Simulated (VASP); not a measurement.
# ZrB2 (Fm-3m) in VASP: a series of runs

ZrB2 is run at these levels: PBE; tasks: single point.

All numbers are computed with VASP 6.6.1; they aren't measurements. Logs are shortened: lines on timing, memory, paths and dates and some standing lists are left out, and cuts for length are marked.

## (1) The cell of the first run

It takes space group Fm-3m (No. 225, cubic). The conventional cell has a = 4.964 Å, b = 4.964 Å, c = 4.964 Å, α = 90.00°, β = 90.00°, γ = 90.00°. Within 2.8 Å of Zr (site symmetry m-3m) lie 8 B at 2.15 Å. Within 2.8 Å of B (site symmetry -43m) lie 4 Zr at 2.15 Å and 6 B at 2.48 Å.

## (2) Single point, PBE

Contents of INCAR:

```
ALGO = Normal ; EDIFF = 1E-7
ENCUT = 520 ; GGA = PE
ISIF = 2 ; ISMEAR = 0
LASPH = T ; LCHARG = F
LREAL = F ; LWAVE = F
NBANDS = 16 ; NELM = 60
PREC = Accurate ; SIGMA = 0.1
```

Contents of KPOINTS:

```
k-points
0
Gamma
  6 6 6
```

Contents of POSCAR:

```
ZrB2
1.0
    0.0000000000      2.4817508606      2.4817508606
    2.4817508606      0.0000000000      2.4817508606
    2.4817508606      2.4817508606      0.0000000000
Zr B
1 2
Direct
    0.0000000000      0.0000000000      0.0000000000
    0.2500000000      0.2500000000      0.2500000000
    0.7500000000      0.7500000000      0.7500000000
```

Potentials or basis: VASP PAW PBE potentials, release 64 (Zr_sv, B).

Run with:

```sh
> cat potpaw_PBE.64/Zr_sv/POTCAR potpaw_PBE.64/B/POTCAR > POTCAR
> mpirun -np 1 vasp_std > vasp.out
```

OUTCAR:

```text
EDIFF = 1E-7
   ENCUT = 520
   GGA = PE
   ISIF = 2
   ISMEAR = 0
   LASPH = T
   LREAL = F
   NELM = 60
   PREC = Accurate

 ion  position               nearest neighbor table
   1  0.000  0.000  0.000-   3 2.15   3 2.15   3 2.15   2 2.15   3 2.15   2 2.15   2 2.15   2 2.15

   2  0.250  0.250  0.250-   1 2.15   1 2.15   1 2.15   1 2.15
   3  0.750  0.750  0.750-   1 2.15   1 2.15   1 2.15   1 2.15

  LATTYP: Found a face centered cubic cell.
 ALAT       =     4.9635017212

  Lattice vectors:

 A1 = (   0.0000000000,   2.4817508606,   2.4817508606)
 A2 = (   2.4817508606,   0.0000000000,   2.4817508606)
 A3 = (   2.4817508606,   2.4817508606,   0.0000000000)

Analysis of symmetry for initial positions (statically):
=====================================================================
 Subroutine PRICEL returns:
 Original cell was already a primitive cell.

 Routine SETGRP: Setting up the symmetry group for a
 face centered cubic supercell.

 Subroutine GETGRP returns: Found 48 space group operations
 (whereof 48 operations were pure point group operations)
 out of a pool of 48 trial point group operations.

The static configuration has the point symmetry O_h .

Analysis of symmetry for dynamics (positions and initial velocities):
=====================================================================
 Subroutine PRICEL returns:
 Original cell was already a primitive cell.

 Routine SETGRP: Setting up the symmetry group for a
 face centered cubic supercell.

 Subroutine GETGRP returns: Found 48 space group operations
 (whereof 48 operations were pure point group operations)
 out of a pool of 48 trial point group operations.

The dynamic configuration has the point symmetry O_h .

 Subroutine INISYM returns: Found 48 space group operations
 (whereof 48 operations are pure point group operations),
 and found     1 'primitive' translations

----------------------------------------------------------------------------------------

                                     Primitive cell

  volume of cell :      30.5706

  direct lattice vectors                    reciprocal lattice vectors
     0.000000000  2.481750861  2.481750861    -0.201470667  0.201470667  0.201470667
     2.481750861  0.000000000  2.481750861     0.201470667 -0.201470667  0.201470667
     2.481750861  2.481750861  0.000000000     0.201470667  0.201470667 -0.201470667
[... 76 lines left out ...]
   NELM   =     60;   NELMIN=  2; NELMDL= -5     # of ELM steps
   EDIFF  = 0.1E-06   stopping-criterion for ELM
   LREAL  =      F    real-space projection
   EDIFFG = 0.1E-05   stopping-criterion for IOM
   NSW    =      0    number of steps for IOM
   IBRION =     -1    ionic relax: 0-MD 1-quasi-New 2-CG
   NFREE  =      0    steps in history (QN), initial steepest desc. (CG)
   ISIF   =      2    stress and relaxation
   ISYM   =      2    0-nonsym 1-usesym 2-fastsym
   POTIM  = 0.5000    time-step for ionic-motion
   TEBEG  =    0.0;   TEEND  =   0.0 temperature during run
   PSTRESS=    0.0 pullay stress
   NELECT =      18.0000    total number of electrons
   NUPDOWN=      -1.0000    fix difference up-down
   EMIN   =  10.00;   EMAX   =-10.00  energy-range for DOS
   EFERMI =   0.00;   METHOD = LEGACY
   ISMEAR =     0;   SIGMA  =   0.10  broadening in eV -4-tet -1-fermi 0-gaus
   EFERMI_NEDOS =   21; number of points for ismear=-14 and -15
   IALGO  =     38    algorithm
   IMIX   =      4    mixing-type and parameters
     AMIX     =   0.40;   BMIX     =  1.00
     AMIX_MAG =   1.60;   BMIX_MAG =  1.00
  volume/ion in A,a.u.               =      10.19        68.77
  Fermi-wavevector in a.u.,A,eV,Ry     =   1.372137  2.592963 25.616506  1.882760
  Thomas-Fermi vector in A             =   2.497771
   LORBIT       =      0    0 simple, 1 ext, 2 COOP (PROOUT), +10 PAW based schemes
   GGA     = PE    functional components
   LHFCALC =     F    Hartree Fock is set to
   AEXX    =    0.0000 exact exchange contribution
   IVDW    =     0    specifies the selected vdW correction
   LEPSILON=     F    determine dielectric tensor
   LRPA    =     F    only Hartree local field effects (RPA)
 non-spin polarized calculation
 Gauss-broadening in eV      SIGMA  =   0.10
  energy-cutoff  :      520.00
  volume of cell :       30.57
 maximum number of plane-waves:       869
 NGX is ok and might be reduce to    28
   NGX = 13   NGY = 13   NGZ = 13

 number of electron      18.0000000 magnetization

 Free energy of the ion-electron system (eV)
  ---------------------------------------------------
  ext. energy  EPLUGINS =         0.00000000
  ---------------------------------------------------
  free energy    TOTEN  =       -17.87308143 eV

  energy without entropy =      -17.86706137  energy(sigma->0) =      -17.87007140

 E-fermi :  10.1090     XC(G=0): -12.3177

 val. band max:       10.0593093262   @ k =   0.0000   0.0000   0.0000
 cond. band min:      10.1377037590   @ k =  -0.3333   0.3333   0.1667
 fundamental gap:      0.0783944328
 Fermi energy:        10.1090391714

 k-point     1 :       0.0000    0.0000    0.0000
  band No.  band energies     occupation
      1     -37.6906      2.00000
      2     -15.8485      2.00000
      3     -15.8485      2.00000
      4     -15.8485      2.00000
      5      -1.0854      2.00000
      6       4.9874      2.00000
[... 281 lines left out ...]
      3     -16.2515      2.00000
      4     -16.1529      2.00000
      5       3.2882      2.00000
      6       4.2342      2.00000
[... 8 lines left out ...]
     15      20.4926      0.00000
     16      21.5868      0.00000

------------------------ aborting loop because EDIFF is reached ----------------------------------------

  FORCE on cell =-STRESS in cart. coord.  units (eV):
  Direction    XX          YY          ZZ          XY          YZ          ZX
  --------------------------------------------------------------------------------------
  -------------------------------------------------------------------------------------
  Total       12.5534341     12.5534341     12.5534341      0.0000000      0.0000000     -0.0000000
  in kB      657.9131846    657.9131846    657.9131846      0.0000000      0.0000000     -0.0000000
  external PRESSURE =     657.9131846 kB  Pullay stress =       0.0000000 kB

 VOLUME and BASIS-vectors are now :
 -----------------------------------------------------------------------------
  energy-cutoff  :      520.00
  volume of cell :       30.57
      direct lattice vectors                 reciprocal lattice vectors
     0.000000000  2.481750861  2.481750861    -0.201470667  0.201470667  0.201470667
     2.481750861  0.000000000  2.481750861     0.201470667 -0.201470667  0.201470667
     2.481750861  2.481750861  0.000000000     0.201470667  0.201470667 -0.201470667

 POSITION                                       TOTAL-FORCE (eV/Angst)
 -----------------------------------------------------------------------------------
      0.00000      0.00000      0.00000        -0.000000     -0.000000      0.000000
      1.24088      1.24088      1.24088        -0.000000     -0.000000     -0.000000
      3.72263      3.72263      3.72263         0.000000      0.000000      0.000000
 -----------------------------------------------------------------------------------
    total drift:                               -0.000000     -0.000000      0.000000

  FREE ENERGIE OF THE ION-ELECTRON SYSTEM (eV)
  ---------------------------------------------------
  free  energy   TOTEN  =       -17.8730814343 eV

  energy  without entropy=      -17.8670613690  energy(sigma->0) =      -17.87007140
```

OSZICAR:

```text
N       E                     dE             d eps       ncg     rms          rms(c)
DAV:   1     0.111922841626E+03    0.11192E+03   -0.99979E+03   512   0.112E+03
DAV:   2    -0.143808224880E+02   -0.12630E+03   -0.12113E+03   672   0.289E+02
DAV:   3    -0.188077243287E+02   -0.44269E+01   -0.43227E+01   752   0.456E+01
DAV:   4    -0.188940417638E+02   -0.86317E-01   -0.86288E-01   664   0.554E+00
DAV:   5    -0.188950476505E+02   -0.10059E-02   -0.10059E-02   760   0.528E-01    0.386E+01
DAV:   6    -0.179167043893E+02    0.97834E+00   -0.21150E+00   576   0.109E+01    0.171E+01
DAV:   7    -0.178715311184E+02    0.45173E-01   -0.66200E-01   712   0.506E+00    0.321E+00
DAV:   8    -0.178756134121E+02   -0.40823E-02   -0.11179E-01   616   0.318E+00    0.362E-01
DAV:   9    -0.178731361319E+02    0.24773E-02   -0.11916E-02   600   0.107E+00    0.642E-02
DAV:  10    -0.178730933063E+02    0.42826E-04   -0.30991E-04   704   0.130E-01    0.565E-02
DAV:  11    -0.178730816042E+02    0.11702E-04   -0.74691E-05   664   0.646E-02    0.132E-02
DAV:  12    -0.178730818794E+02   -0.27519E-06   -0.27567E-06   640   0.125E-02    0.611E-03
DAV:  13    -0.178730815774E+02    0.30200E-06   -0.56736E-07   632   0.588E-03    0.393E-03
DAV:  14    -0.178730814391E+02    0.13828E-06   -0.12188E-07   384   0.316E-03    0.650E-04
DAV:  15    -0.178730814343E+02    0.47849E-08   -0.30857E-08   328   0.146E-03
   1 F= -.17873081E+02 E0= -.17870071E+02  d E =-.602007E-02
```

stdout:

```text
POSCAR found type information on POSCAR ZrB
 POSCAR found :  2 types and       3 ions
 scaLAPACK will be used
 LDA part: xc-table for (Slater+PW92), standard interpolation
 POSCAR, INCAR and KPOINTS ok, starting setup
 FFT: planning ... GRIDC
 FFT: planning ... GRID_SOFT
 FFT: planning ... GRID
 WAVECAR not read
 entering main loop
```

Wall time 19 s (1 thread of Intel Xeon 8259CL, shared host); peak memory 0.16 GiB.

Results:

- Free energy: -17.8731 eV
- Pressure: 65.8 GPa
- Band gap on the k mesh: zero (bands 9 and 10 overlap by 2.55 eV)

Levels at points of the mesh, in eV from the Fermi level:
| k point | band 7 | band 8 | band 9 | band 10 | band 11 | band 12 |
| --- | --- | --- | --- | --- | --- | --- |
| (0.00, 0.00, 0.00) | -5.12 | -5.12 | -0.05 | 1.75 | 1.75 | 4.14 |
| (0.50, 0.00, 0.00) | -4.00 | -4.00 | 1.27 | 1.70 | 1.70 | 1.93 |
| (0.50, 0.50, 0.00) | -5.34 | -1.26 | -1.26 | 0.80 | 0.80 | 3.91 |

Caveat: the k points lie up to 0.37 Å⁻¹ apart, too coarse for converged energies and pressures of a metal.

## (3) Single point, PBE

This run uses another cell than the first one, of 13.66 Å³/atom.

Contents of INCAR:

```
SYSTEM = ZrB2
PREC = Accurate
ENCUT = 520
EDIFF = 1E-6
ISMEAR = 0
SIGMA = 0.1
LREAL = .False.
LASPH = .True.
NELM = 100
ALGO = Normal
ISIF = 2
LWAVE = .False.
LCHARG = .True.
GGA = PE
LELF = .True.
LVHAR = .True.
NBANDS = 16
```

Contents of KPOINTS:

```
Automatic mesh
0
Gamma
  6 6 6
  0 0 0
```

Contents of POSCAR:

```
ZrB2
1.0
    0.0000000000      2.7364170846      2.7364170846
    2.7364170846      0.0000000000      2.7364170846
    2.7364170846      2.7364170846      0.0000000000
Zr B
1 2
Direct
    0.0000000000      0.0000000000      0.0000000000
    0.2500000000      0.2500000000      0.2500000000
    0.7500000000      0.7500000000      0.7500000000
```

Potentials or basis: VASP PAW PBE potentials, release 64 (Zr_sv, B).

Run with:

```sh
> cat potpaw_PBE.64/Zr_sv/POTCAR potpaw_PBE.64/B/POTCAR > POTCAR
> mpirun -np 1 vasp_std > vasp.out
```

Run time: 21 s. Hardware: 1 thread of Intel Xeon 8259CL, shared host; peak memory 0.17 GiB.

The run converged. Its results:

* Free energy: -19.5783 eV
* Pressure: 0.1 GPa
* Band gap on the k mesh: zero (bands 9 and 10 overlap by 1.36 eV)

Levels at points of the mesh, in eV from the Fermi level:
```tsv
k point	band 5	band 6	band 7	band 8	band 9	band 10	band 11	band 12	band 13	band 14
(0.00, 0.00, 0.00)	-9.73	-3.48	-3.48	-3.48	-1.12	1.86	1.86	3.87	3.87	3.87
(0.50, 0.00, 0.00)	-7.56	-5.82	-2.56	-2.56	0.80	1.44	1.44	1.74	2.62	2.62
(0.50, 0.50, 0.00)	-6.03	-5.72	-4.91	-1.12	-1.12	0.90	0.90	2.97	3.26	5.55
```

The gap in the log of VASP goes by the Fermi energy; the results here count the filled bands.